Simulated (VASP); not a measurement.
# Si4Ni (an interface model) in VASP: notebook

The runs below take Si4Ni (an interface model) through single point, with PBE.

Everything below comes from runs of VASP 6.6.1. Logs are shortened: lines on timing, memory, paths and dates and some standing lists are left out, and cuts for length are marked.

## (1) The cell of the first run

The cell holds layers of an interface, 15 atoms: a = 3.868 Å, b = 3.868 Å, c = 16.251 Å, α = 90.00°, β = 90.00°, γ = 90.00°.

## (2) Single point, PBE

INCAR

```
ALGO = Normal
EDIFF = 1E-7
ENCUT = 520
GGA = PE
ISIF = 2
ISMEAR = 0
LASPH = T
LCHARG = F
LREAL = Auto
LWAVE = F
NBANDS = 52
NELM = 80
PREC = Accurate
SIGMA = 0.1
```

KPOINTS

```
k-points
0
Gamma
  9 9 2
```

POSCAR

```
Si4Ni
1.0
    3.8677060743      0.0000000000      0.0000000000
    0.0000000000      3.8677060743      0.0000000000
    0.0000000000      0.0000000000     16.2514889954
Si Ni
12 3
Direct
    0.0000000000      0.5000000000      0.0307664116
    0.0000000000      0.0000000000      0.1149088922
   -0.5000000000      0.0000000000      0.1990513727
   -0.5000000000     -0.5000000000      0.2831938532
   -1.0000000000     -0.5000000000      0.3673363337
   -1.0000000000     -1.0000000000      0.4514788143
   -0.5000000000     -0.5000000000      0.5917736513
   -1.0000000000      0.0000000000      0.5917736513
   -1.0000000000     -1.0000000000      0.7585100289
   -1.5000000000     -0.5000000000      0.7585100289
   -1.5000000000     -1.5000000000      0.9252464065
   -2.0000000000     -1.0000000000      0.9252464065
   -1.5000000000     -1.0000000000      0.6751418401
   -2.0000000000     -1.5000000000      0.8418782177
   -2.5000000000     -2.0000000000      1.0086145953
```

Potentials or basis: VASP PAW PBE potentials, release 64 (Si, Ni).

On the command line:

```
> cat potpaw_PBE.64/Si/POTCAR potpaw_PBE.64/Ni/POTCAR > POTCAR
> mpirun -np 1 vasp_std > vasp.out
```

OUTCAR:

```text
EDIFF = 1E-7
   ENCUT = 520
   GGA = PE
   ISIF = 2
   ISMEAR = 0
   LASPH = T
   LREAL = Auto
   NELM = 80
   PREC = Accurate

 ion  position               nearest neighbor table
   1  0.000  0.500  0.031-   2 2.37   2 2.37  12 2.58  11 2.58  12 2.58  11 2.58  15 2.76  15 2.76
                            15 2.76  15 2.76  14 3.07
   2  0.000  0.000  0.115-   3 2.37   3 2.37   1 2.37   1 2.37  15 2.59  15 2.59  12 3.08
   3  0.500  0.000  0.199-   2 2.37   4 2.37   4 2.37   2 2.37  15 3.09
   4  0.500  0.500  0.283-   3 2.37   3 2.37   5 2.37   5 2.37
   5  0.000  0.500  0.367-   4 2.37   4 2.37   6 2.37   6 2.37
   6  0.000  0.000  0.451-   8 2.28   5 2.37   5 2.37
   7  0.500  0.500  0.592-  13 2.36  13 2.36  10 2.71   8 2.73   8 2.73   8 2.73   8 2.73
   8  0.000  0.000  0.592-   6 2.28  13 2.36  13 2.36   9 2.71   7 2.73   7 2.73   7 2.73   7 2.73

   9  0.000  0.000  0.759-  13 2.36  14 2.36  14 2.36  13 2.36   8 2.71  12 2.71  10 2.73  10 2.73
                            10 2.73  10 2.73
  10  0.500  0.500  0.759-  13 2.36  14 2.36  13 2.36  14 2.36   7 2.71  11 2.71   9 2.73   9 2.73
                             9 2.73   9 2.73
  11  0.500  0.500  0.925-  14 2.36  15 2.36  15 2.36  14 2.36   1 2.58   1 2.58  10 2.71  12 2.73
                            12 2.73  12 2.73  12 2.73
  12  0.000  0.000  0.925-  14 2.36  15 2.36  14 2.36  15 2.36   1 2.58   1 2.58   9 2.71  11 2.73
                            11 2.73  11 2.73  11 2.73   2 3.08
  13  0.500  0.000  0.675-   7 2.36   8 2.36   7 2.36   8 2.36   9 2.36  10 2.36  10 2.36   9 2.36

  14  0.000  0.500  0.842-   9 2.36  10 2.36  11 2.36  12 2.36   9 2.36  12 2.36  10 2.36  11 2.36
                             1 3.07
  15  0.500  0.000  0.009-  11 2.36  12 2.36  11 2.36  12 2.36   2 2.59   2 2.59   1 2.76   1 2.76
                             1 2.76   1 2.76   3 3.09

  LATTYP: Found a simple tetragonal cell.
 ALAT       =     3.8677060743
 C/A-ratio  =     4.2018417851

  Lattice vectors:

 A1 = (   3.8677060743,   0.0000000000,   0.0000000000)
 A2 = (   0.0000000000,   3.8677060743,   0.0000000000)
 A3 = (   0.0000000000,   0.0000000000,  16.2514889954)

Analysis of symmetry for initial positions (statically):
=====================================================================
 Subroutine PRICEL returns:
 Original cell was already a primitive cell.

 Routine SETGRP: Setting up the symmetry group for a
 simple tetragonal supercell.

 Subroutine GETGRP returns: Found  4 space group operations
 (whereof  4 operations were pure point group operations)
 out of a pool of 16 trial point group operations.

The static configuration has the point symmetry C_2v.

Analysis of symmetry for dynamics (positions and initial velocities):
=====================================================================
 Subroutine PRICEL returns:
 Original cell was already a primitive cell.
[... 158 lines left out ...]
   LORBIT       =      0    0 simple, 1 ext, 2 COOP (PROOUT), +10 PAW based schemes
   GGA     = PE    functional components
   LHFCALC =     F    Hartree Fock is set to
   AEXX    =    0.0000 exact exchange contribution
   IVDW    =     0    specifies the selected vdW correction
   LEPSILON=     F    determine dielectric tensor
   LRPA    =     F    only Hartree local field effects (RPA)
 non-spin polarized calculation
 Gauss-broadening in eV      SIGMA  =   0.10
  energy-cutoff  :      520.00
  volume of cell :      243.11
 maximum number of plane-waves:      6574
 NGX is ok and might be reduce to    30
   NGX = 15   NGY = 15   NGZ = 61

 number of electron      78.0000046 magnetization

 Free energy of the ion-electron system (eV)
  ---------------------------------------------------
  ext. energy  EPLUGINS =         0.00000000
  ---------------------------------------------------
  free energy    TOTEN  =       -80.42643232 eV

  energy without entropy =      -80.39672375  energy(sigma->0) =      -80.41157804

 E-fermi :   7.8526     XC(G=0): -10.4680

 val. band max:        7.8403134017   @ k =   0.0000   0.3333   0.5000
 cond. band min:       7.8533980556   @ k =  -0.1111   0.2222   0.0000
 fundamental gap:      0.0130846539
 Fermi energy:         7.8525869385

 k-point     1 :       0.0000    0.0000    0.0000
  band No.  band energies     occupation
      1      -5.7897      2.00000
      2      -4.7078      2.00000
      3      -3.9314      2.00000
      4      -2.8926      2.00000
      5      -2.6882      2.00000
      6      -0.6676      2.00000
[... 1285 lines left out ...]
     50      11.8037      0.00000
     51      11.9025      0.00000

 [... further k-points ...]

 [bands above 51 left out]

------------------------ aborting loop because EDIFF is reached ----------------------------------------

  FORCE on cell =-STRESS in cart. coord.  units (eV):
  Direction    XX          YY          ZZ          XY          YZ          ZX
  --------------------------------------------------------------------------------------
  -------------------------------------------------------------------------------------
  Total       -4.0000441      0.0071476      7.6347003      0.0000000      0.0000000      0.0000000
  in kB      -26.3618134      0.0471057     50.3155814      0.0000000      0.0000000      0.0000000
  external PRESSURE =       8.0002912 kB  Pullay stress =       0.0000000 kB

 VOLUME and BASIS-vectors are now :
 -----------------------------------------------------------------------------
  energy-cutoff  :      520.00
  volume of cell :      243.11
      direct lattice vectors                 reciprocal lattice vectors
     3.867706074  0.000000000  0.000000000     0.258551188  0.000000000  0.000000000
     0.000000000  3.867706074  0.000000000     0.000000000  0.258551188  0.000000000
     0.000000000  0.000000000 16.251488995     0.000000000  0.000000000  0.061532823

 POSITION                                       TOTAL-FORCE (eV/Angst)
 -----------------------------------------------------------------------------------
      0.00000      1.93385      0.50000         0.000000      0.000000      1.020318
      0.00000      0.00000      1.86744         0.000000      0.000000      0.611435
      1.93385      0.00000      3.23488         0.000000      0.000000      0.449488
      1.93385      1.93385      4.60232         0.000000      0.000000     -0.041474
      0.00000      1.93385      5.96976         0.000000      0.000000      0.572201
      0.00000      0.00000      7.33720         0.000000      0.000000     -0.881035
      1.93385      1.93385      9.61720         0.000000      0.000000     -0.225689
      0.00000      0.00000      9.61720         0.000000      0.000000      0.276026
      0.00000      0.00000     12.32692         0.000000      0.000000      0.384602
      1.93385      1.93385     12.32692         0.000000      0.000000     -0.283178
      1.93385      1.93385     15.03663         0.000000      0.000000      0.211218
      0.00000      0.00000     15.03663         0.000000      0.000000     -0.874197
      1.93385      0.00000     10.97206         0.000000      0.000000      0.153136
      0.00000      1.93385     13.68177         0.000000      0.000000     -1.152782
      1.93385      0.00000      0.14000         0.000000      0.000000     -0.220070
 -----------------------------------------------------------------------------------
    total drift:                                0.000000     -0.000000     -0.008630

  FREE ENERGIE OF THE ION-ELECTRON SYSTEM (eV)
  ---------------------------------------------------
  free  energy   TOTEN  =       -80.4264323198 eV

  energy  without entropy=      -80.3967237528  energy(sigma->0) =      -80.41157804
```

OSZICAR:

```text
N       E                     dE             d eps       ncg     rms          rms(c)
DAV:   1     0.455755341481E+03    0.45576E+03   -0.30733E+04  5200   0.141E+03
DAV:   2    -0.363518132822E+02   -0.49211E+03   -0.46945E+03  5268   0.315E+02
DAV:   3    -0.846782194910E+02   -0.48326E+02   -0.45180E+02  6372   0.107E+02
[... 16 lines left out ...]
DAV:  20    -0.804264428089E+02    0.15443E-05   -0.15111E-05  6196   0.221E-02    0.464E-02
DAV:  21    -0.804264368091E+02    0.59999E-05   -0.59651E-06  7712   0.301E-02    0.303E-02
DAV:  22    -0.804264325722E+02    0.42369E-05   -0.95102E-06  8004   0.385E-02    0.886E-03
DAV:  23    -0.804264323592E+02    0.21298E-06   -0.17402E-06  7480   0.957E-03    0.497E-03
DAV:  24    -0.804264323198E+02    0.39475E-07   -0.50104E-08  3156   0.185E-03
   1 F= -.80426432E+02 E0= -.80411578E+02  d E =-.297086E-01
```

Run time: 22 min. Hardware: 1 thread of Intel Xeon Platinum 8559C (Emerald Rapids), shared host; peak memory 0.54 GiB.

What came out:

* Free energy: -80.4264 eV
* Pressure: 0.8 GPa
* Largest force: 1.153 eV/Å
* Band gap on the k mesh: zero (band 39 reaches 8.51 eV, above the bottom of band 40 at 7.44 eV)

Forces in eV/Å, atoms in the order of the input:
```
Si   0.000  0.000  1.020
Si   0.000  0.000  0.611
Si   0.000  0.000  0.449
Si   0.000  0.000 -0.041
Si   0.000  0.000  0.572
Si   0.000  0.000 -0.881
Si   0.000  0.000 -0.226
Si   0.000  0.000  0.276
Si   0.000  0.000  0.385
Si   0.000  0.000 -0.283
Si   0.000  0.000  0.211
Si   0.000  0.000 -0.874
Ni   0.000  0.000  0.153
Ni   0.000  0.000 -1.153
Ni   0.000  0.000 -0.220
```

## (3) Single point, PBE

This run uses another cell than the first one, of 16.95 Å³/atom, 1.046 times its volume.

INCAR

```
SYSTEM = Si4Ni
PREC = Accurate ; ENCUT = 520
EDIFF = 1E-7 ; ISMEAR = 0
SIGMA = 0.1 ; LREAL = Auto
LASPH = .TRUE. ; NELM = 80
ALGO = Normal ; ISIF = 2
LWAVE = .FALSE. ; LCHARG = .FALSE.
GGA = PE ; NBANDS = 52
```

KPOINTS

```
regular mesh
0
G
  9 9 2
  0 0 0
```

POSCAR

```
Si4Ni
1.0
    3.8677060743      0.0000000000      0.0000000000
    0.0000000000      3.8677060743      0.0000000000
    0.0000000000      0.0000000000     17.0008242166
Si Ni
12 3
Direct
    0.0000000000      0.5000000000      0.0482271769
    0.0000000000      0.0000000000      0.1337718046
   -0.5000000000      0.0000000000      0.2162449198
   -0.5000000000     -0.5000000000      0.2966161856
   -1.0000000000     -0.5000000000      0.3781845452
   -1.0000000000     -1.0000000000      0.4544165970
   -0.5000000000     -0.5000000000      0.5879591854
   -1.0000000000      0.0000000000      0.5910467560
   -1.0000000000     -1.0000000000      0.7535235301
   -1.5000000000     -0.5000000000      0.7489644427
   -1.5000000000     -1.5000000000      0.9140830704
   -2.0000000000     -1.0000000000      0.9116184990
   -1.5000000000     -1.0000000000      0.6713645370
   -2.0000000000     -1.5000000000      0.8294385541
   -2.5000000000     -2.0000000000      0.9879707005
```

Potentials or basis: VASP PAW PBE potentials, release 64 (Si, Ni).

On the command line:

```
> cat potpaw_PBE.64/Si/POTCAR potpaw_PBE.64/Ni/POTCAR > POTCAR
> mpirun -np 1 vasp_std > vasp.out
```

OUTCAR:

```text
SYSTEM = Si4Ni
   PREC = Accurate
   ENCUT = 520
   EDIFF = 1E-7
   ISMEAR = 0
   LREAL = Auto
   LASPH = .TRUE.
   NELM = 80
   ISIF = 2
   GGA = PE

 ion  position               nearest neighbor table
   1  0.000  0.500  0.048-   2 2.42   2 2.42  15 2.92  15 2.92  15 2.92  15 2.92  11 2.99  11 2.99
                            12 3.02  12 3.02
   2  0.000  0.000  0.134-   3 2.39   3 2.39   1 2.42   1 2.42
   3  0.500  0.000  0.216-   4 2.37   4 2.37   2 2.39   2 2.39
[... 1550 lines left out ...]
  energy-cutoff  :      520.00
  volume of cell :      254.32
      direct lattice vectors                 reciprocal lattice vectors
     3.867706074  0.000000000  0.000000000     0.258551188  0.000000000  0.000000000
     0.000000000  3.867706074  0.000000000     0.000000000  0.258551188  0.000000000
     0.000000000  0.000000000 17.000824217     0.000000000  0.000000000  0.058820678

 POSITION                                       TOTAL-FORCE (eV/Angst)
 -----------------------------------------------------------------------------------
      0.00000      1.93385      0.81990         0.000000      0.000000      0.002952
      0.00000      0.00000      2.27423         0.000000      0.000000     -0.002028
      1.93385      0.00000      3.67634         0.000000      0.000000      0.000879
      1.93385      1.93385      5.04272         0.000000      0.000000     -0.001302
      0.00000      1.93385      6.42945         0.000000      0.000000      0.013373
      0.00000      0.00000      7.72546         0.000000      0.000000     -0.004637
      1.93385      1.93385      9.99579         0.000000      0.000000      0.002889
      0.00000      0.00000     10.04828         0.000000      0.000000     -0.009737
      0.00000      0.00000     12.81052         0.000000      0.000000      0.014470
      1.93385      1.93385     12.73301         0.000000      0.000000      0.001417
      1.93385      1.93385     15.54017         0.000000      0.000000     -0.013380
      0.00000      0.00000     15.49827         0.000000      0.000000     -0.019974
      1.93385      0.00000     11.41375         0.000000      0.000000     -0.007623
      0.00000      1.93385     14.10114         0.000000      0.000000     -0.000944
      1.93385      0.00000     16.79632         0.000000      0.000000      0.023646
 -----------------------------------------------------------------------------------
    total drift:                                0.000000     -0.000000     -0.007317

  FREE ENERGIE OF THE ION-ELECTRON SYSTEM (eV)
  ---------------------------------------------------
  free  energy   TOTEN  =       -81.1843665040 eV

  energy  without entropy=      -81.1596256354  energy(sigma->0) =      -81.17199607
```

stdout:

```text
POSCAR found type information on POSCAR SiNi
 POSCAR found :  2 types and      15 ions
 scaLAPACK will be used
 LDA part: xc-table for (Slater+PW92), standard interpolation
 POSCAR, INCAR and KPOINTS ok, starting setup
 FFT: planning ... GRIDC
 FFT: planning ... GRID_SOFT
 FFT: planning ... GRID
 WAVECAR not read
 entering main loop
```

Wall time 21 min (1 thread of Intel Xeon Platinum 8559C (Emerald Rapids), shared host); peak memory 0.56 GiB.

What came out:

- Free energy: -81.1844 eV
- Pressure: -3.6 GPa
- Largest force: 0.024 eV/Å
- Band gap on the k mesh: zero (band 39 reaches 8.07 eV, above the bottom of band 40 at 6.38 eV)

Forces on the atoms (eV/Å):
```
Si   0.000  0.000  0.003
Si   0.000  0.000 -0.002
Si   0.000  0.000  0.001
Si   0.000  0.000 -0.001
Si   0.000  0.000  0.013
Si   0.000  0.000 -0.005
Si   0.000  0.000  0.003
Si   0.000  0.000 -0.010
Si   0.000  0.000  0.014
Si   0.000  0.000  0.001
Si   0.000  0.000 -0.013
Si   0.000  0.000 -0.020
Ni   0.000  0.000 -0.008
Ni   0.000  0.000 -0.001
Ni   0.000  0.000  0.024
```

Spin polarisation is off, so any magnetic state and its effect on volume and gap are missing.
